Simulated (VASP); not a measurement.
# GaO3 (Pm-3m) in VASP: relaxation of cell and atoms with PBE

Aim: the relaxation of cell and atoms of GaO3 with PBE.

Everything below comes from runs of VASP 6.6.1. Logs are shortened: lines on timing, memory, paths and dates and some standing lists are left out, and cuts for length are marked.

## Step 1: The cell of the first run

Symmetry: Pm-3m, No. 221, cubic system. Conventional cell: a = 3.344 Å, b = 3.344 Å, c = 3.344 Å, α = 90.00°, β = 90.00°, γ = 90.00°. Within 3.1 Å of Ga (site symmetry m-3m) lie 12 O at 2.36 Å. Within 3.1 Å of O (site symmetry 4/mmm) lie 4 Ga at 2.36 Å and 8 O at 2.36 Å.

The cell was generated, and may not be a known phase.

## Step 2: Relaxation of cell and atoms, PBE, collinear spin, ferromagnetic start

The input, INCAR:

```
  PREC = Accurate
  ENCUT = 600
  EDIFF = 1E-6
  ISMEAR = 0
  SIGMA = 0.1
  LREAL = False
  LASPH = True
  NELM = 150
  ALGO = Fast
  ISIF = 3
  LWAVE = False
  LCHARG = False
  ISPIN = 2
  MAGMOM = 0 1.15 1.15 1.15
  LORBIT = 11
  GGA = PE
  IBRION = 2
  NSW = 100
  EDIFFG = -0.01
```

The input, KPOINTS:

```
regular mesh
0
Gamma
  14 14 14
```

The input, POSCAR:

```
GaO3
1.0
    3.3437797025      0.0000000000      0.0000000000
    0.0000000000      3.3437797025      0.0000000000
    0.0000000000      0.0000000000      3.3437797025
Ga O
1 3
Direct
    0.0000000000      0.0000000000      0.0000000000
    0.0000000000      0.5000000000      0.5000000000
    0.5000000000      0.0000000000      0.5000000000
    0.5000000000      0.5000000000      0.0000000000
```

Potentials or basis: VASP PAW PBE potentials, release 64 (Ga_d, O).

The run is started by

```bash
cat potpaw_PBE.64/Ga_d/POTCAR potpaw_PBE.64/O/POTCAR > POTCAR
mpirun -np 1 vasp_std > vasp.out
```

OUTCAR:

```text
PREC = Accurate
   ENCUT = 600
   EDIFF = 1E-6
   ISMEAR = 0
   LREAL = False
   LASPH = True
   NELM = 150
   ISIF = 3
   ISPIN = 2
   LORBIT = 11
   GGA = PE
   IBRION = 2
   NSW = 100
   EDIFFG = -0.01

 ion  position               nearest neighbor table
   1  0.000  0.000  0.000-   2 2.36   3 2.36   4 2.36   2 2.36   3 2.36   2 2.36   4 2.36   2 2.36
                             3 2.36   4 2.36   3 2.36   4 2.36
   2  0.000  0.500  0.500-   1 2.36   1 2.36   1 2.36   1 2.36
   3  0.500  0.000  0.500-   1 2.36   1 2.36   1 2.36   1 2.36
   4  0.500  0.500  0.000-   1 2.36   1 2.36   1 2.36   1 2.36

  LATTYP: Found a simple cubic cell.
 ALAT       =     3.3437797025

  Lattice vectors:

 A1 = (   3.3437797025,   0.0000000000,   0.0000000000)
 A2 = (   0.0000000000,   3.3437797025,   0.0000000000)
 A3 = (   0.0000000000,   0.0000000000,   3.3437797025)

Analysis of symmetry for initial positions (statically):
=====================================================================
 Subroutine PRICEL returns:
 Original cell was already a primitive cell.

 Routine SETGRP: Setting up the symmetry group for a
 simple cubic supercell.

 Subroutine GETGRP returns: Found 48 space group operations
 (whereof 48 operations were pure point group operations)
 out of a pool of 48 trial point group operations.

The static configuration has the point symmetry O_h .

Analysis of symmetry for dynamics (positions and initial velocities):
=====================================================================
 Subroutine PRICEL returns:
 Original cell was already a primitive cell.

 Routine SETGRP: Setting up the symmetry group for a
 simple cubic supercell.

 Subroutine GETGRP returns: Found 48 space group operations
 (whereof 48 operations were pure point group operations)
 out of a pool of 48 trial point group operations.

The dynamic configuration has the point symmetry O_h .

Analysis of structural, dynamic, and magnetic symmetry:
=====================================================================
 Subroutine PRICEL returns:
 Original cell was already a primitive cell.

 Routine SETGRP: Setting up the symmetry group for a
 simple cubic supercell.

 Subroutine GETGRP returns: Found 48 space group operations
 (whereof 48 operations were pure point group operations)
 out of a pool of 48 trial point group operations.

The overall configuration has the point symmetry O_h .

 Subroutine INISYM returns: Found 48 space group operations
 (whereof 48 operations are pure point group operations),
[... 124 lines left out ...]
   LORBIT       =     11    0 simple, 1 ext, 2 COOP (PROOUT), +10 PAW based schemes
   GGA     = PE    functional components
   LHFCALC =     F    Hartree Fock is set to
   AEXX    =    0.0000 exact exchange contribution
   IVDW    =     0    specifies the selected vdW correction
   LEPSILON=     F    determine dielectric tensor
   LRPA    =     F    only Hartree local field effects (RPA)
 conjugate gradient relaxation of ions
 spin polarized calculation
 RMM-DIIS sequential band-by-band and
 Gauss-broadening in eV      SIGMA  =   0.10
  energy-cutoff  :      600.00
  volume of cell :       37.39
 maximum number of plane-waves:      1273
 NGX is ok and might be reduce to    28
   NGX = 13   NGY = 13   NGZ = 13

 number of electron      31.0000026 magnetization       3.0755399

 Free energy of the ion-electron system (eV)
  ---------------------------------------------------
  ext. energy  EPLUGINS =         0.00000000
  ---------------------------------------------------
  free energy    TOTEN  =       -15.79346971 eV

  energy without entropy =      -15.78871151  energy(sigma->0) =      -15.79109061

 E-fermi :   4.2362     XC(G=0): -12.1749

 val. band max:        4.2318405776   @ k =   0.5000   0.4286   0.0000
 cond. band min:       4.2398605961   @ k =   0.5000   0.3571   0.3571
 fundamental gap:      0.0080200185
 Fermi energy:         4.2362166704

 spin component 1

 k-point     1 :       0.0000    0.0000    0.0000
  band No.  band energies     occupation
      1     -16.1993      1.00000
      2     -12.4193      1.00000
      3     -12.4193      1.00000
      4     -10.0970      1.00000
      5     -10.0970      1.00000
      6     -10.0970      1.00000
[... 565 lines left out ...]
     20      13.6574      0.00000
     21      13.6796      0.00000

 [... further k-points ...]

 spin component 2

 k-point     1 :       0.0000    0.0000    0.0000
  band No.  band energies     occupation
      1     -14.7648      1.00000
      2     -10.9881      1.00000
      3     -10.9881      1.00000
      4     -10.1289      1.00000
      5     -10.1289      1.00000
      6     -10.1289      1.00000
[... 565 lines left out ...]
     20      13.7008      0.00000
     21      13.9791      0.00000

 [... further k-points ...]
[... 5 lines left out ...]
  --------------------------------------------------------------------------------------
  -------------------------------------------------------------------------------------
  Total        0.0095584      0.0095584      0.0095584      0.0000000      0.0000000     -0.0000000
  in kB        0.4096206      0.4096206      0.4096206      0.0000000      0.0000000     -0.0000000
  external PRESSURE =       0.4096206 kB  Pullay stress =       0.0000000 kB

 VOLUME and BASIS-vectors are now :
 -----------------------------------------------------------------------------
  energy-cutoff  :      600.00
  volume of cell :       37.39
      direct lattice vectors                 reciprocal lattice vectors
     3.343779703  0.000000000  0.000000000     0.299062764  0.000000000  0.000000000
     0.000000000  3.343779703  0.000000000     0.000000000  0.299062764  0.000000000
     0.000000000  0.000000000  3.343779703     0.000000000  0.000000000  0.299062764

 POSITION                                       TOTAL-FORCE (eV/Angst)
 -----------------------------------------------------------------------------------
      0.00000      0.00000      0.00000         0.000000      0.000000      0.000000
      0.00000      1.67189      1.67189         0.000000      0.000000      0.000000
      1.67189      0.00000      1.67189         0.000000      0.000000      0.000000
      1.67189      1.67189      0.00000         0.000000      0.000000      0.000000
 -----------------------------------------------------------------------------------
    total drift:                                0.000000      0.000000      0.000000

  FREE ENERGIE OF THE ION-ELECTRON SYSTEM (eV)
  ---------------------------------------------------
  free  energy   TOTEN  =       -15.7934697137 eV

  energy  without entropy=      -15.7887115113  energy(sigma->0) =      -15.79109061

 reached required accuracy - stopping structural energy minimisation

 total charge

# of ion       s       p       d       tot
------------------------------------------
    1        0.655   0.403  10.065  11.123
    2        1.624   3.149   0.000   4.772
    3        1.624   3.149   0.000   4.772
    4        1.624   3.149   0.000   4.772
--------------------------------------------------
tot          5.526   9.849  10.065  25.440

 magnetization (x)

# of ion       s       p       d       tot
------------------------------------------
    1       -0.073  -0.039  -0.001  -0.113
    2        0.009   0.929   0.000   0.937
    3        0.009   0.929   0.000   0.937
    4        0.009   0.929   0.000   0.937
--------------------------------------------------
tot         -0.047   2.747  -0.001   2.698
```

It took 3.3 min on 1 thread of Oxide Virtual Turin-like, shared host; peak memory 0.26 GiB.

Results:

* Free energy: -15.7935 eV
* Pressure after relaxing: 0.0 GPa
* Net moment: 3.08 μB per cell
* Site moments: Ga -0.11; O +0.94 μB
* Valence electrons inside the program's atomic spheres: Ga 11.12; O 4.77

Final structure:
```
Ga O
1.0
     3.34378    0.00000    0.00000
     0.00000    3.34378    0.00000
     0.00000    0.00000    3.34378
Ga O
1 3
Direct
  0.00000 0.00000 0.00000
  0.00000 0.50000 0.50000
  0.50000 0.00000 0.50000
  0.50000 0.50000 0.00000
```

Levels at points of the mesh, in eV from the Fermi level:
Spin up:
| k point | band 14 | band 15 | band 16 | band 17 | band 18 | band 19 | band 20 | band 21 |
| --- | --- | --- | --- | --- | --- | --- | --- | --- |
| (0.00, 0.00, 0.00) | -1.80 | -1.25 | -0.39 | -0.39 | -0.39 | 11.91 | 11.93 | 12.60 |
| (0.50, 0.00, 0.00) | -2.44 | -2.39 | -0.62 | -0.62 | 3.47 | 5.96 | 9.95 | 9.95 |
| (0.50, 0.50, 0.00) | -2.56 | -2.47 | -0.18 | -0.15 | 2.99 | 8.01 | 8.77 | 8.77 |
| (0.50, 0.50, 0.50) | -0.16 | -0.16 | -0.16 | -0.15 | -0.15 | 10.73 | 10.73 | 10.73 |
Spin down:
```tsv
k point	band 10	band 11	band 12	band 13	band 14	band 15	band 16	band 17	band 18	band 19
(0.00, 0.00, 0.00)	-4.25	-4.25	-1.08	-0.33	-0.33	-0.33	1.92	1.92	1.92	12.14
(0.50, 0.00, 0.00)	-2.43	-2.43	-1.94	-1.94	-1.15	-0.09	1.55	1.55	4.33	6.08
(0.50, 0.50, 0.00)	-2.59	-2.59	-2.32	-1.21	-1.21	-0.16	1.47	2.52	3.56	7.83
(0.50, 0.50, 0.50)	-5.71	-5.71	-4.76	-1.54	1.47	1.47	1.47	2.57	2.57	11.28
```

Caveat: the relaxation stopped at its first step, so nothing moved.
